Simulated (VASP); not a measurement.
Ta3Ti, 4 atoms in the cell. Symmetry: I4/mmm, No. 139, tetragonal system. The conventional cell has a = 3.872 Å, b = 3.872 Å, c = 8.649 Å, α = 90.00°, β = 90.00°, γ = 90.00°. Ti (site symmetry 4/mmm) has 12 Ta at 2.74 to 2.90 Å within 3.6 Å. Within 3.6 Å of Ta (site symmetry 4/mmm) lie 4 Ti at 2.74 Å and 8 Ta at 2.90 Å. Ta (site symmetry -4m2) has 8 Ta at 2.74 to 2.90 Å and 4 Ti at 2.90 Å within 3.6 Å. 

```yaml
Program: VASP 6.6.1
Task: relaxation of cell and atoms
Functional: PBE
Potentials_or_basis: VASP PAW PBE potentials, release 64 (Ti_sv, Ta_pv)
Cutoff: 600 eV
k_mesh: 6 × 6 × 6
Occupations: gaussian, width 0.1 eV
Spin: no spin polarisation
Dipole_correction: no
Further_INCAR_settings: ALGO = Normal; EDIFF = 1e-06; IBRION = 2; EDIFFG = -0.04; NSW = 90; ISIF = 3
```

Potentials or basis: VASP PAW PBE potentials, release 64 (Ti_sv, Ta_pv).

Command:

```sh
$ cat potpaw_PBE.64/Ti_sv/POTCAR potpaw_PBE.64/Ta_pv/POTCAR > POTCAR
$ mpirun -np 1 vasp_std > vasp.out
```

Hardware: 1 thread of Intel Xeon 8259CL, with other jobs on the host.

Problem. Estimate the wall time of this run.

Solution. Wall time 20 min on 1 thread of Intel Xeon 8259CL, with other jobs on the host, peak memory 0.31 GiB. Counts: scf iterations 95, k points 30, ion steps 9.
